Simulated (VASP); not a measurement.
# Sn (Pm-3m) in VASP: a series of runs, part 2 of 2

VASP 6.6.1.

## 3. Single point, PBE

This run uses another cell than the first one, of 32.56 Å³/atom.

INCAR

```
PREC = Accurate
ENCUT = 520
EDIFF = 1E-6
ISMEAR = 0
SIGMA = 0.1
LREAL = F
LASPH = T
NELM = 60
ALGO = Fast
ISIF = 2
LWAVE = F
LCHARG = F
GGA = PE
NBANDS = 58
```

KPOINTS

```
regular mesh
0
Gamma
  4 4 4
```

POSCAR

```
Sn
1.0
    6.1081263381      0.0000000000      0.0000000000
    0.0000000000      6.1081263381      0.0000000000
    0.0000000000      0.0000000000      6.1081263381
Sn
7
Direct
    0.5000000000      0.5000000000      0.0000000000
    0.0000000000      0.5000000000      0.5000000000
    0.5000000000      0.0000000000      0.5000000000
    0.5000000000      0.5000000000      0.5000000000
    0.5000000000      0.0000000000      0.0000000000
    0.0000000000      0.5000000000      0.0000000000
    0.0000000000      0.0000000000      0.5000000000
```

Potentials or basis: VASP PAW PBE potentials, release 64 (Sn_d).

Run with:

```console
$ cat potpaw_PBE.64/Sn_d/POTCAR > POTCAR
$ mpirun -np 1 vasp_std > vasp.out
```

OUTCAR:

```text
PREC = Accurate
   ENCUT = 520
   EDIFF = 1E-6
   ISMEAR = 0
   LREAL = F
   LASPH = T
   NELM = 60
   ISIF = 2
   GGA = PE

 ion  position               nearest neighbor table
   1  0.500  0.500  0.000-   4 3.05   5 3.05   6 3.05   4 3.05   5 3.05   6 3.05
   2  0.000  0.500  0.500-   4 3.05   6 3.05   7 3.05   6 3.05   7 3.05   4 3.05
   3  0.500  0.000  0.500-   4 3.05   5 3.05   7 3.05   5 3.05   4 3.05   7 3.05
   4  0.500  0.500  0.500-   1 3.05   2 3.05   3 3.05   1 3.05   3 3.05   2 3.05
   5  0.500  0.000  0.000-   1 3.05   3 3.05   3 3.05   1 3.05
   6  0.000  0.500  0.000-   1 3.05   2 3.05   2 3.05   1 3.05
   7  0.000  0.000  0.500-   2 3.05   3 3.05   2 3.05   3 3.05

  LATTYP: Found a simple cubic cell.
 ALAT       =     6.1081263381

  Lattice vectors:

 A1 = (   6.1081263381,   0.0000000000,   0.0000000000)
 A2 = (   0.0000000000,   6.1081263381,   0.0000000000)
 A3 = (   0.0000000000,   0.0000000000,   6.1081263381)

Analysis of symmetry for initial positions (statically):
=====================================================================
 Subroutine PRICEL returns:
 Original cell was already a primitive cell.

 Routine SETGRP: Setting up the symmetry group for a
 simple cubic supercell.

 Subroutine GETGRP returns: Found 48 space group operations
 (whereof 48 operations were pure point group operations)
 out of a pool of 48 trial point group operations.

The static configuration has the point symmetry O_h .

Analysis of symmetry for dynamics (positions and initial velocities):
=====================================================================
 Subroutine PRICEL returns:
 Original cell was already a primitive cell.

 Routine SETGRP: Setting up the symmetry group for a
 simple cubic supercell.

 Subroutine GETGRP returns: Found 48 space group operations
 (whereof 48 operations were pure point group operations)
 out of a pool of 48 trial point group operations.

The dynamic configuration has the point symmetry O_h .

 Subroutine INISYM returns: Found 48 space group operations
 (whereof 48 operations are pure point group operations),
 and found     1 'primitive' translations

----------------------------------------------------------------------------------------

                                     Primitive cell

  volume of cell :     227.8894

  direct lattice vectors                    reciprocal lattice vectors
     6.108126338  0.000000000  0.000000000     0.163716326  0.000000000  0.000000000
     0.000000000  6.108126338  0.000000000     0.000000000  0.163716326  0.000000000
     0.000000000  0.000000000  6.108126338     0.000000000  0.000000000  0.163716326

  length of vectors
     6.108126338  6.108126338  6.108126338     0.163716326  0.163716326  0.163716326

  position of ions in fractional coordinates (direct lattice)
     0.500000000  0.500000000  0.000000000
     0.000000000  0.500000000  0.500000000
     0.500000000  0.000000000  0.500000000
     0.500000000  0.500000000  0.500000000
     0.500000000  0.000000000  0.000000000
     0.000000000  0.500000000  0.000000000
     0.000000000  0.000000000  0.500000000

  ion indices of the primitive-cell ions
   primitive index   ion index
                 1           1
                 2           2
[... 39 lines left out ...]
  0.500000  0.500000  0.000000      3.000000
  0.250000  0.250000  0.250000      8.000000
  0.500000  0.250000  0.250000     12.000000
  0.500000  0.500000  0.250000      6.000000
  0.500000  0.500000  0.500000      1.000000
   k-points           NKPTS =     10   k-points in BZ     NKDIM =     10   number of bands    NBANDS=     58
   number of dos      NEDOS =    301   number of ions     NIONS =      7
   total plane-waves  NPLWV = 110592
   dimension x,y,z NGX =    48 NGY =   48 NGZ =   48
   dimension x,y,z NGXF=    96 NGYF=   96 NGZF=   96
   ions per type =               7
   NGX,Y,Z   is equivalent  to a cutoff of  13.06, 13.06, 13.06 a.u.
   NGXF,Y,Z  is equivalent  to a cutoff of  26.13, 26.13, 26.13 a.u.
 SYSTEM =  unknown system
   PREC   = accura    normal or accurate (medium, high low for compatibility)
   ISTART =      0    job   : 0-new  1-cont  2-samecut
   ICHARG =      2    charge: 1-file 2-atom 10-const
   ISPIN  =      1    spin polarized calculation?
   LNONCOLLINEAR =      F non collinear calculations
   LSORBIT =      F    spin-orbit coupling
   LASPH  =      T    aspherical Exc in radial PAW
   ENCUT  =  520.0 eV  38.22 Ry    6.18 a.u.  11.36 11.36 11.36*2*pi/ulx,y,z
   NELM   =     60;   NELMIN=  2; NELMDL= -5     # of ELM steps
   EDIFF  = 0.1E-05   stopping-criterion for ELM
   LREAL  =      F    real-space projection
   EDIFFG = 0.1E-04   stopping-criterion for IOM
   NSW    =      0    number of steps for IOM
   IBRION =     -1    ionic relax: 0-MD 1-quasi-New 2-CG
   NFREE  =      0    steps in history (QN), initial steepest desc. (CG)
   ISIF   =      2    stress and relaxation
   ISYM   =      2    0-nonsym 1-usesym 2-fastsym
   POTIM  = 0.5000    time-step for ionic-motion
   TEBEG  =    0.0;   TEEND  =   0.0 temperature during run
   PSTRESS=    0.0 pullay stress
   NELECT =      98.0000    total number of electrons
   NUPDOWN=      -1.0000    fix difference up-down
   EMIN   =  10.00;   EMAX   =-10.00  energy-range for DOS
   EFERMI =   0.00;   METHOD = LEGACY
   ISMEAR =     0;   SIGMA  =   0.10  broadening in eV -4-tet -1-fermi 0-gaus
   EFERMI_NEDOS =   21; number of points for ismear=-14 and -15
   IALGO  =     68    algorithm
   IMIX   =      4    mixing-type and parameters
     AMIX     =   0.40;   BMIX     =  1.00
     AMIX_MAG =   1.60;   BMIX_MAG =  1.00
  volume/ion in A,a.u.               =      32.56       219.70
  Fermi-wavevector in a.u.,A,eV,Ry     =   1.235688  2.335112 20.775075  1.526925
  Thomas-Fermi vector in A             =   2.370327
   LORBIT       =      0    0 simple, 1 ext, 2 COOP (PROOUT), +10 PAW based schemes
   GGA     = PE    functional components
   LHFCALC =     F    Hartree Fock is set to
   AEXX    =    0.0000 exact exchange contribution
   IVDW    =     0    specifies the selected vdW correction
   LEPSILON=     F    determine dielectric tensor
   LRPA    =     F    only Hartree local field effects (RPA)
 non-spin polarized calculation
 RMM-DIIS sequential band-by-band and
 Gauss-broadening in eV      SIGMA  =   0.10
  energy-cutoff  :      520.00
  volume of cell :      227.89
 maximum number of plane-waves:      6158
 NGX is ok and might be reduce to    48
   NGX = 23   NGY = 23   NGZ = 23

 number of electron      98.0000092 magnetization

 Free energy of the ion-electron system (eV)
  ---------------------------------------------------
  ext. energy  EPLUGINS =         0.00000000
  ---------------------------------------------------
  free energy    TOTEN  =       -25.41208781 eV

  energy without entropy =      -25.38852970  energy(sigma->0) =      -25.40030875

 E-fermi :   6.0857     XC(G=0):  -9.3497

 val. band max:        6.0508077523   @ k =   0.2500   0.2500   0.0000
 cond. band min:       6.1496957155   @ k =   0.5000   0.0000   0.0000
 fundamental gap:      0.0988879631
 Fermi energy:         6.0856952008

 k-point     1 :       0.0000    0.0000    0.0000
  band No.  band energies     occupation
      1     -15.7331      2.00000
      2     -15.7331      2.00000
      3     -15.6621      2.00000
      4     -15.6216      2.00000
      5     -15.6216      2.00000
      6     -15.5865      2.00000
[... 599 lines left out ...]
     57       8.1943      0.00000
     58       8.4068      0.00000

------------------------ aborting loop because EDIFF is reached ----------------------------------------

  FORCE on cell =-STRESS in cart. coord.  units (eV):
  Direction    XX          YY          ZZ          XY          YZ          ZX
  --------------------------------------------------------------------------------------
  -------------------------------------------------------------------------------------
  Total        0.0030960      0.0030960      0.0030960     -0.0000000     -0.0000000      0.0000000
  in kB        0.0217668      0.0217668      0.0217668     -0.0000000     -0.0000000      0.0000000
  external PRESSURE =       0.0217668 kB  Pullay stress =       0.0000000 kB

 VOLUME and BASIS-vectors are now :
 -----------------------------------------------------------------------------
  energy-cutoff  :      520.00
  volume of cell :      227.89
      direct lattice vectors                 reciprocal lattice vectors
     6.108126338  0.000000000  0.000000000     0.163716326  0.000000000  0.000000000
     0.000000000  6.108126338  0.000000000     0.000000000  0.163716326  0.000000000
     0.000000000  0.000000000  6.108126338     0.000000000  0.000000000  0.163716326

 POSITION                                       TOTAL-FORCE (eV/Angst)
 -----------------------------------------------------------------------------------
      3.05406      3.05406      0.00000         0.000000      0.000000      0.000000
      0.00000      3.05406      3.05406         0.000000      0.000000      0.000000
      3.05406      0.00000      3.05406         0.000000      0.000000      0.000000
      3.05406      3.05406      3.05406         0.000000      0.000000      0.000000
      3.05406      0.00000      0.00000         0.000000      0.000000      0.000000
      0.00000      3.05406      0.00000         0.000000      0.000000      0.000000
      0.00000      0.00000      3.05406         0.000000      0.000000      0.000000
 -----------------------------------------------------------------------------------
    total drift:                                0.000000      0.000000      0.000000

  FREE ENERGIE OF THE ION-ELECTRON SYSTEM (eV)
  ---------------------------------------------------
  free  energy   TOTEN  =       -25.4120878098 eV

  energy  without entropy=      -25.3885296985  energy(sigma->0) =      -25.40030875
```

stdout:

```text
POSCAR found type information on POSCAR Sn
 POSCAR found :  1 types and       7 ions
 scaLAPACK will be used
 LDA part: xc-table for (Slater+PW92), standard interpolation
 POSCAR, INCAR and KPOINTS ok, starting setup
 FFT: planning ... GRIDC
 FFT: planning ... GRID_SOFT
 FFT: planning ... GRID
 WAVECAR not read
 entering main loop
```

Run time: 79 s. Hardware: 1 thread of Intel Xeon 6975P-C (Granite Rapids), shared host; peak memory 0.36 GiB.

What came out:

```yaml
Free_energy: -25.4121 eV
Pressure: 0.0 GPa
Band_gap_on_the_k_mesh: zero (bands 49 and 50 overlap by 2.38 eV)
```

Levels at points of the mesh, in eV from the Fermi level:
```csv
k point,band 47,band 48,band 49,band 50,band 51,band 52
"(0.00, 0.00, 0.00)",-2.25,-1.91,-1.26,-1.26,-1.26,1.58
"(0.50, 0.00, 0.00)",-1.36,-1.36,-0.55,0.06,0.72,0.72
"(0.50, 0.50, 0.00)",-0.20,0.11,0.43,0.43,0.51,0.96
"(0.50, 0.50, 0.50)",1.09,1.09,1.11,1.11,1.11,1.12
```

Caveat: spin-orbit coupling is left out, which moves the levels of the heavy elements.

## 4. Single point, PBE

This run uses another cell than the first one, of 32.30 Å³/atom.

INCAR

```
SYSTEM = Sn
PREC = Accurate
ENCUT = 520
EDIFF = 1E-7
ISMEAR = 0
SIGMA = 0.1
LREAL = .False.
LASPH = .True.
NELM = 100
ALGO = Fast
ISIF = 2
LWAVE = .False.
LCHARG = .True.
GGA = PE
LELF = .True.
LVHAR = .True.
NBANDS = 58
```

KPOINTS

```
regular mesh
0
Gamma
  6 6 6
  0 0 0
```

POSCAR: that of step 3 with these lines changed.

```diff
@@ -2,5 +2,5 @@
 1.0
-    6.1081263381      0.0000000000      0.0000000000
-    0.0000000000      6.1081263381      0.0000000000
-    0.0000000000      0.0000000000      6.1081263381
+    6.0919910674      0.0000000000      0.0000000000
+    0.0000000000      6.0919910674      0.0000000000
+    0.0000000000      0.0000000000      6.0919910674
 Sn
```

Potentials or basis: VASP PAW PBE potentials, release 64 (Sn_d).

Run with:

```console
$ cat potpaw_PBE.64/Sn_d/POTCAR > POTCAR
$ mpirun -np 1 vasp_std > vasp.out
```

OUTCAR:

```text
SYSTEM = Sn
   PREC = Accurate
   ENCUT = 520
   EDIFF = 1E-7
   ISMEAR = 0
   LREAL = .False.
   LASPH = .True.
   NELM = 100
   ISIF = 2
   GGA = PE

 ion  position               nearest neighbor table
   1  0.500  0.500  0.000-   4 3.05   5 3.05   6 3.05   4 3.05   5 3.05   6 3.05
   2  0.000  0.500  0.500-   4 3.05   6 3.05   7 3.05   6 3.05   7 3.05   4 3.05
   3  0.500  0.000  0.500-   4 3.05   5 3.05   7 3.05   5 3.05   4 3.05   7 3.05
   4  0.500  0.500  0.500-   1 3.05   2 3.05   3 3.05   1 3.05   3 3.05   2 3.05
   5  0.500  0.000  0.000-   1 3.05   3 3.05   3 3.05   1 3.05
   6  0.000  0.500  0.000-   1 3.05   2 3.05   2 3.05   1 3.05
   7  0.000  0.000  0.500-   2 3.05   3 3.05   2 3.05   3 3.05
[... 1424 lines left out ...]
  Total       -0.0741012     -0.0741012     -0.0741012     -0.0000000     -0.0000000     -0.0000000
  in kB       -0.5251192     -0.5251192     -0.5251192     -0.0000000     -0.0000000     -0.0000000
  external PRESSURE =      -0.5251192 kB  Pullay stress =       0.0000000 kB

 VOLUME and BASIS-vectors are now :
 -----------------------------------------------------------------------------
  energy-cutoff  :      520.00
  volume of cell :      226.09
      direct lattice vectors                 reciprocal lattice vectors
     6.091991067  0.000000000  0.000000000     0.164149945  0.000000000  0.000000000
     0.000000000  6.091991067  0.000000000     0.000000000  0.164149945  0.000000000
     0.000000000  0.000000000  6.091991067     0.000000000  0.000000000  0.164149945

 POSITION                                       TOTAL-FORCE (eV/Angst)
 -----------------------------------------------------------------------------------
      3.04600      3.04600      0.00000         0.000000      0.000000      0.000000
      0.00000      3.04600      3.04600         0.000000      0.000000      0.000000
      3.04600      0.00000      3.04600         0.000000      0.000000      0.000000
      3.04600      3.04600      3.04600         0.000000      0.000000      0.000000
      3.04600      0.00000      0.00000         0.000000      0.000000      0.000000
      0.00000      3.04600      0.00000         0.000000      0.000000      0.000000
      0.00000      0.00000      3.04600         0.000000      0.000000      0.000000
 -----------------------------------------------------------------------------------
    total drift:                                0.000000      0.000000      0.000000

  FREE ENERGIE OF THE ION-ELECTRON SYSTEM (eV)
  ---------------------------------------------------
  free  energy   TOTEN  =       -25.4794662346 eV

  energy  without entropy=      -25.4664899719  energy(sigma->0) =      -25.47297810
```

Run time: 3.6 min. Hardware: 1 thread of Intel Xeon 6975P-C (Granite Rapids), shared host; peak memory 0.4 GiB.

Results:

```yaml
Free_energy: -25.4795 eV
Pressure: -0.1 GPa
Band_gap_on_the_k_mesh: zero (bands 49 and 50 overlap by 2.45 eV)
```

Caveat: spin-orbit coupling is left out, which moves the levels of the heavy elements.

## 5. Single point, PBE

This run uses another cell than the first one, of 32.30 Å³/atom.

INCAR

```
  PREC = Accurate
  ENCUT = 520
  EDIFF = 1E-6
  ISMEAR = 0
  SIGMA = 0.1
  LREAL = F
  LASPH = T
  NELM = 100
  ALGO = Fast
  ISIF = 2
  LWAVE = F
  LCHARG = F
  GGA = PE
  NBANDS = 58
```

KPOINTS

```
Automatic mesh
0
Gamma
  6 6 6
```

POSCAR is that of step 4.

Run with:

```console
$ cat potpaw_PBE.64/Sn_d/POTCAR > POTCAR
$ mpirun -np 1 vasp_std > vasp.out
```

Wall time 2.5 min (1 thread of Intel Xeon 6975P-C (Granite Rapids), shared host); peak memory 0.41 GiB.

The run converged. Its results:

| Property | Result |
| --- | --- |
| Free energy | -25.4795 eV |
| Pressure | -0.1 GPa |
| Band gap on the k mesh | zero (bands 49 and 50 overlap by 2.45 eV) |

Levels at points of the mesh, in eV from the Fermi level:
```csv
k point,band 46,band 47,band 48,band 49,band 50,band 51,band 52,band 53
"(0.00, 0.00, 0.00)",-2.22,-2.22,-1.75,-1.16,-1.16,-1.16,1.63,1.63
"(0.50, 0.00, 0.00)",-2.99,-1.26,-1.26,-0.47,0.16,0.75,0.75,1.11
"(0.50, 0.50, 0.00)",-1.14,-0.18,0.19,0.57,0.57,0.57,1.08,1.61
"(0.50, 0.50, 0.50)",1.15,1.15,1.15,1.19,1.19,1.19,1.26,1.26
```

Caveat: spin-orbit coupling is left out, which moves the levels of the heavy elements.

## 6. Relaxation of cell and atoms, PBE

INCAR

```
  PREC = Accurate
  ENCUT = 600
  EDIFF = 1E-6
  ISMEAR = 0
  SIGMA = 0.1
  LREAL = False
  LASPH = True
  NELM = 100
  ALGO = Fast
  ISIF = 3
  LWAVE = False
  LCHARG = False
  GGA = PE
  IBRION = 2
  NSW = 90
  EDIFFG = -0.04
```

KPOINTS

```
regular mesh
0
Gamma
  4 4 4
```

POSCAR: that of step 5 with these lines changed.

```diff
@@ -2,5 +2,5 @@
 1.0
-    6.0919910674      0.0000000000      0.0000000000
-    0.0000000000      6.0919910674      0.0000000000
-    0.0000000000      0.0000000000      6.0919910674
+    5.5600000000      0.0000000000      0.0000000000
+    0.0000000000      5.5600000000      0.0000000000
+    0.0000000000      0.0000000000      5.5600000000
 Sn
```

Potentials or basis: VASP PAW PBE potentials, release 64 (Sn_d).

Run with:

```console
$ cat potpaw_PBE.64/Sn_d/POTCAR > POTCAR
$ mpirun -np 1 vasp_std > vasp.out
```

It took 3.8 min on 1 thread of Intel Xeon 6975P-C (Granite Rapids), shared host; peak memory 0.37 GiB.

Results (log left out):

```yaml
Free_energy: -25.3956 eV
Relaxed_volume: 32.41 Å³/atom
Relaxed_cell: a = 6.099 Å, b = 6.099 Å, c = 6.099 Å, α = 90.00°, β = 90.00°, γ = 90.00°
Space_group_after_relaxing_to_0.1_Å: Pm-3m (No. 221)
Energy_gained_by_relaxing: 402.9 meV/atom
Ionic_steps: 3
Pressure_after_relaxing: 0.2 GPa
Band_gap_on_the_k_mesh: zero (bands 49 and 50 overlap by 2.40 eV)
```

The path:
```csv
step,energy change (eV),largest force (eV/Å),pressure (GPa),volume (Å³)
1,0.0000,0.0000,21.09,171.88
2,-2.2629,0.0000,-4.11,265.45
3,-2.8206,0.0000,0.18,226.84
```

Final structure:
```yaml
crystal:
  lattice:
    - [6.09872, 0.00000, 0.00000]
    - [0.00000, 6.09872, 0.00000]
    - [0.00000, 0.00000, 6.09872]
  atoms:
    - { symbol: Sn, position: [0.50000, 0.50000, 0.00000] }
    - { symbol: Sn, position: [0.00000, 0.50000, 0.50000] }
    - { symbol: Sn, position: [0.50000, 0.00000, 0.50000] }
    - { symbol: Sn, position: [0.50000, 0.50000, 0.50000] }
    - { symbol: Sn, position: [0.50000, 0.00000, 0.00000] }
    - { symbol: Sn, position: [0.00000, 0.50000, 0.00000] }
    - { symbol: Sn, position: [0.00000, 0.00000, 0.50000] }
```

Levels at points of the mesh, in eV from the Fermi level:
| k point | band 47 | band 48 | band 49 | band 50 | band 51 | band 52 |
| --- | --- | --- | --- | --- | --- | --- |
| (0.00, 0.00, 0.00) | -2.26 | -1.89 | -1.27 | -1.27 | -1.27 | 1.59 |
| (0.50, 0.00, 0.00) | -1.37 | -1.37 | -0.55 | 0.06 | 0.72 | 0.72 |
| (0.50, 0.50, 0.00) | -0.21 | 0.10 | 0.43 | 0.43 | 0.51 | 0.97 |
| (0.50, 0.50, 0.50) | 1.09 | 1.09 | 1.12 | 1.12 | 1.12 | 1.14 |

Caveat: the volume moved by over 15 % at a fixed basis, so the end points are rough; spin-orbit coupling is left out, which moves the levels of the heavy elements.

## 7. Overview

```tsv
task	cell	k mesh	cutoff (eV)	gap on the mesh (eV)	pressure (GPa)
single point	a = 5.560 Å, 7 atoms	4 × 4 × 4	520	none	21.0
single point	a = 6.108 Å, 7 atoms	4 × 4 × 4	520	none	0.0
single point	a = 6.092 Å, 7 atoms	6 × 6 × 6	520	none	-0.1
relaxation of cell and atoms	relaxed from a = 5.560 Å, 7 atoms	4 × 4 × 4	600	none	0.2
```

Alike in all rows: level PBE; potentials or basis VASP PAW PBE potentials, release 64 (Sn_d); no spin polarisation; smearing gaussian 0.1 eV.

Caveats: spin-orbit coupling is left out, which moves the levels of the heavy elements; the cell stands under pressure (at least some runs); the volume moved by over 15 % at a fixed basis, so the end points are rough (at least some runs).

Total energies depend on the potentials used, so only differences within one code and one set of settings carry meaning.
